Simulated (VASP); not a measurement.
# SiSn2 (fluorite type) (Fm-3m) in VASP: a series of runs, part 2 of 2

VASP 6.6.1. Earlier steps stand in the parts before.

### Step 3. Electric field gradients, PBE

Input file INCAR:

```
SYSTEM = SiSn2
PREC = Accurate ; ENCUT = 520
EDIFF = 1E-8 ; ISMEAR = -1
SIGMA = 0.05 ; LREAL = .FALSE.
LASPH = .TRUE. ; NELM = 80
ALGO = Normal ; ISIF = 2
LWAVE = .FALSE. ; LCHARG = .FALSE.
GGA = PE ; LEFG = .TRUE.
NBANDS = 23
```

Input file KPOINTS:

```
Automatic mesh
0
G
  10 10 10
  0 0 0
```

Input file POSCAR:

```
SiSn2
1.0
    0.0000000000      3.4148330286      3.4148330286
    3.4148330286      0.0000000000      3.4148330286
    3.4148330286      3.4148330286      0.0000000000
Si Sn
1 2
Direct
    0.0000000000      0.0000000000      0.0000000000
    0.2500000000      0.2500000000      0.2500000000
    0.7500000000      0.7500000000      0.7500000000
```

Potentials or basis: VASP PAW PBE potentials, release 64 (Si, Sn_d).

Launch:

```bash
cat potpaw_PBE.64/Si/POTCAR potpaw_PBE.64/Sn_d/POTCAR > POTCAR
mpirun -np 1 vasp_std > vasp.out
```

OUTCAR:

```text
SYSTEM = SiSn2
   PREC = Accurate
   ENCUT = 520
   EDIFF = 1E-8
   ISMEAR = -1
   LREAL = .FALSE.
   LASPH = .TRUE.
   NELM = 80
   ISIF = 2
   GGA = PE

 ion  position               nearest neighbor table
   1  0.000  0.000  0.000-   3 2.96   2 2.96   3 2.96   2 2.96   3 2.96   3 2.96   2 2.96   2 2.96

   2  0.250  0.250  0.250-   1 2.96   1 2.96   1 2.96   1 2.96   3 3.41   3 3.41   3 3.41   3 3.41
                             3 3.41   3 3.41
   3  0.750  0.750  0.750-   1 2.96   1 2.96   1 2.96   1 2.96   2 3.41   2 3.41   2 3.41   2 3.41
                             2 3.41   2 3.41

  LATTYP: Found a face centered cubic cell.
 ALAT       =     6.8296660572

  Lattice vectors:

 A1 = (   0.0000000000,   3.4148330286,   3.4148330286)
 A2 = (   3.4148330286,   0.0000000000,   3.4148330286)
 A3 = (   3.4148330286,   3.4148330286,   0.0000000000)

Analysis of symmetry for initial positions (statically):
=====================================================================
 Subroutine PRICEL returns:
 Original cell was already a primitive cell.

 Routine SETGRP: Setting up the symmetry group for a
 face centered cubic supercell.

 Subroutine GETGRP returns: Found 48 space group operations
 (whereof 48 operations were pure point group operations)
 out of a pool of 48 trial point group operations.

The static configuration has the point symmetry O_h .

Analysis of symmetry for dynamics (positions and initial velocities):
=====================================================================
 Subroutine PRICEL returns:
 Original cell was already a primitive cell.

 Routine SETGRP: Setting up the symmetry group for a
 face centered cubic supercell.

 Subroutine GETGRP returns: Found 48 space group operations
 (whereof 48 operations were pure point group operations)
 out of a pool of 48 trial point group operations.

The dynamic configuration has the point symmetry O_h .

 Subroutine INISYM returns: Found 48 space group operations
 (whereof 48 operations are pure point group operations),
 and found     1 'primitive' translations

----------------------------------------------------------------------------------------

                                     Primitive cell

  volume of cell :      79.6413

  direct lattice vectors                    reciprocal lattice vectors
     0.000000000  3.414833029  3.414833029    -0.146420043  0.146420043  0.146420043
     3.414833029  0.000000000  3.414833029     0.146420043 -0.146420043  0.146420043
     3.414833029  3.414833029  0.000000000     0.146420043  0.146420043 -0.146420043

  length of vectors
     4.829303182  4.829303182  4.829303182     0.253606954  0.253606954  0.253606954

  position of ions in fractional coordinates (direct lattice)
     0.000000000  0.000000000  0.000000000
     0.250000000  0.250000000  0.250000000
     0.750000000  0.750000000  0.750000000

  ion indices of the primitive-cell ions
   primitive index   ion index
                 1           1
                 2           2
                 3           3

[... 81 lines left out ...]
   PSTRESS=    0.0 pullay stress
   NELECT =      32.0000    total number of electrons
   NUPDOWN=      -1.0000    fix difference up-down
   EMIN   =  10.00;   EMAX   =-10.00  energy-range for DOS
   EFERMI =   0.00;   METHOD = LEGACY
   ISMEAR =    -1;   SIGMA  =   0.05  broadening in eV -4-tet -1-fermi 0-gaus
   EFERMI_NEDOS =   21; number of points for ismear=-14 and -15
   IALGO  =     38    algorithm
   IMIX   =      4    mixing-type and parameters
     AMIX     =   0.40;   BMIX     =  1.00
     AMIX_MAG =   1.60;   BMIX_MAG =  1.00
  volume/ion in A,a.u.               =      26.55       179.15
  Fermi-wavevector in a.u.,A,eV,Ry     =   1.208033  2.282851 19.855567  1.459343
  Thomas-Fermi vector in A             =   2.343653
   LORBIT       =      0    0 simple, 1 ext, 2 COOP (PROOUT), +10 PAW based schemes
   GGA     = PE    functional components
   LHFCALC =     F    Hartree Fock is set to
   AEXX    =    0.0000 exact exchange contribution
   IVDW    =     0    specifies the selected vdW correction
   LEPSILON=     F    determine dielectric tensor
   LRPA    =     F    only Hartree local field effects (RPA)
 non-spin polarized calculation
  energy-cutoff  :      520.00
  volume of cell :       79.64
 maximum number of plane-waves:      2166
   NGX = 17   NGY = 17   NGZ = 17

 number of electron      31.9999991 magnetization

 Free energy of the ion-electron system (eV)
  ---------------------------------------------------
  ext. energy  EPLUGINS =         0.00000000
  ---------------------------------------------------
  free energy    TOTEN  =       -12.19825109 eV

  energy without entropy =      -12.18223560  energy(sigma->0) =      -12.19024334

 E-fermi :   6.7999     XC(G=0):  -9.7472

 val. band max:        6.7924588397   @ k =   0.5000   0.3000   0.0000
 cond. band min:       6.8148315970   @ k =   0.1000   0.1000   0.0000
 fundamental gap:      0.0223727573
 Fermi energy:         6.7999469129

 k-point     1 :       0.0000    0.0000    0.0000
  band No.  band energies     occupation
      1     -14.6996      2.00000
      2     -14.6996      2.00000
      3     -14.6486      2.00000
      4     -14.6486      2.00000
      5     -14.6486      2.00000
      6     -14.5618      2.00000
[... 613 lines left out ...]
     22      12.6081      0.00000
     23      13.4858      0.00000

 [... further k-points ...]

------------------------ aborting loop because EDIFF is reached ----------------------------------------

  FORCE on cell =-STRESS in cart. coord.  units (eV):
  Direction    XX          YY          ZZ          XY          YZ          ZX
  --------------------------------------------------------------------------------------
  -------------------------------------------------------------------------------------
  Total       -0.0177076     -0.0177076     -0.0177076     -0.0000000      0.0000000     -0.0000000
  in kB       -0.3562315     -0.3562315     -0.3562315     -0.0000000      0.0000000     -0.0000000
  external PRESSURE =      -0.3562315 kB  Pullay stress =       0.0000000 kB

 VOLUME and BASIS-vectors are now :
 -----------------------------------------------------------------------------
  energy-cutoff  :      520.00
  volume of cell :       79.64
      direct lattice vectors                 reciprocal lattice vectors
     0.000000000  3.414833029  3.414833029    -0.146420043  0.146420043  0.146420043
     3.414833029  0.000000000  3.414833029     0.146420043 -0.146420043  0.146420043
     3.414833029  3.414833029  0.000000000     0.146420043  0.146420043 -0.146420043

 POSITION                                       TOTAL-FORCE (eV/Angst)
 -----------------------------------------------------------------------------------
      0.00000      0.00000      0.00000         0.000000      0.000000      0.000000
      1.70742      1.70742      1.70742         0.000000      0.000000      0.000000
      5.12225      5.12225      5.12225        -0.000000     -0.000000     -0.000000
 -----------------------------------------------------------------------------------
    total drift:                                0.000000      0.000000      0.000000

  FREE ENERGIE OF THE ION-ELECTRON SYSTEM (eV)
  ---------------------------------------------------
  free  energy   TOTEN  =       -12.1982510926 eV

  energy  without entropy=      -12.1822355971  energy(sigma->0) =      -12.19024334

 Electric field gradients (V/A^2)
---------------------------------------------------------------------
 ion       V_xx      V_yy      V_zz      V_xy      V_xz      V_yz
---------------------------------------------------------------------
   1       0.000     0.000     0.000    -0.000    -0.000    -0.000
   2      -0.000     0.000    -0.000     0.001     0.001     0.001
   3      -0.000     0.000    -0.000     0.001     0.001     0.001
---------------------------------------------------------------------

 Electric field gradients after diagonalization (V/A^2)
 (convention: |V_zz| > |V_xx| > |V_yy|)
----------------------------------------------------------------------
 ion       V_xx      V_yy      V_zz     asymmetry (V_yy - V_xx)/ V_zz
----------------------------------------------------------------------
   1       0.000     0.000    -0.000       0.000
   2      -0.001    -0.001     0.002       0.000
   3      -0.001    -0.001     0.002       0.000
----------------------------------------------------------------------

           NMR quadrupolar parameters

 Cq : quadrupolar parameter    Cq=e*Q*V_zz/h
 eta: asymmetry parameters     (V_yy - V_xx)/ V_zz
 Q  : nuclear electric quadrupole moment in mb (millibarn)
----------------------------------------------------------------------
 ion       Cq(MHz)       eta       Q (mb)
----------------------------------------------------------------------
   1      -0.000       0.000       1.000
   2       0.000       0.000       1.000
   3       0.000       0.000       1.000
----------------------------------------------------------------------
```

OSZICAR:

```text
N       E                     dE             d eps       ncg     rms          rms(c)
DAV:   1     0.248793325033E+03    0.24879E+03   -0.15936E+04  2211   0.189E+03
DAV:   2     0.148150797571E+02   -0.23398E+03   -0.22622E+03  2225   0.458E+02
DAV:   3    -0.114442289356E+02   -0.26259E+02   -0.25730E+02  2603   0.137E+02
DAV:   4    -0.123209942023E+02   -0.87677E+00   -0.87578E+00  2470   0.277E+01
DAV:   5    -0.123522834359E+02   -0.31289E-01   -0.31288E-01  3101   0.517E+00    0.296E+00
DAV:   6    -0.122150860453E+02    0.13720E+00   -0.14776E-01  2975   0.359E+00    0.167E+00
DAV:   7    -0.122006265036E+02    0.14460E-01   -0.58763E-02  2891   0.152E+00    0.592E-01
DAV:   8    -0.121982946823E+02    0.23318E-02   -0.70744E-03  2556   0.630E-01    0.965E-02
DAV:   9    -0.121981967786E+02    0.97904E-04   -0.80447E-04  2673   0.263E-01    0.661E-02
DAV:  10    -0.121982479793E+02   -0.51201E-04   -0.19519E-04  2833   0.948E-02    0.147E-02
DAV:  11    -0.121982511108E+02   -0.31315E-05   -0.16872E-05  3207   0.231E-02    0.450E-03
DAV:  12    -0.121982509396E+02    0.17120E-06   -0.13645E-06  2492   0.661E-03    0.285E-03
DAV:  13    -0.121982509950E+02   -0.55387E-07   -0.15118E-07  2432   0.257E-03    0.867E-04
DAV:  14    -0.121982510885E+02   -0.93482E-07   -0.14713E-08  1986   0.125E-03    0.272E-04
DAV:  15    -0.121982510926E+02   -0.40545E-08   -0.12451E-09  1550   0.352E-04
   1 F= -.12198251E+02 E0= -.12190243E+02  d E =-.160155E-01
```

stdout:

```text
POSCAR found type information on POSCAR SiSn
 POSCAR found :  2 types and       3 ions
 scaLAPACK will be used
 LDA part: xc-table for (Slater+PW92), standard interpolation
 POSCAR, INCAR and KPOINTS ok, starting setup
 FFT: planning ... GRIDC
 FFT: planning ... GRID_SOFT
 FFT: planning ... GRID
 WAVECAR not read
 entering main loop
ion   1

ion   2

ion   3
```

Run time: 33 s. Hardware: 1 thread of Intel Xeon 6975P-C (Granite Rapids), shared host; peak memory 0.24 GiB.

What came out:

```
Free energy                             : -12.1983 eV
Pressure                                : 0.0 GPa
Band gap on the k mesh                  : zero (bands 16 and 17 overlap by 1.74 eV)
Largest electric field gradient by atom : zero within the noise of the run
```

Caveat: spin-orbit coupling is left out, which moves the levels of the heavy elements.
